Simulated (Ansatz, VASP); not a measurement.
## Lu in VASP and in Ansatz

```
CELL_PARAMETERS angstrom
0.00000 2.40396 2.40396
2.40396 0.00000 2.40396
2.40396 2.40396 0.00000
ATOMIC_POSITIONS crystal
Lu 0.00000 0.00000 0.00000
```

Change from the starting cell: volume scaled by 0.96, PAW files.

Alike in both runs: task electric field gradients; functional PBE; k mesh 15 × 15 × 15; occupations fermi-dirac, width 0.05 eV; no spin polarisation.

```csv
,VASP,Ansatz
version,VASP 6.6.1,Ansatz 0.2.0
potentials or method,"VASP PAW PBE potentials, release 64 (Lu)","PAW with Ansatz's default frozen-core files, scalar-relativistic"
plane-wave cutoff (eV),520,420
valence electrons in the cell,25,25
```

Ansatz gave:

- pressure (GPa): 1.8

Q: Which values does VASP return?

A: Pressure (GPa): 2.0.

Spin-orbit coupling is off throughout.
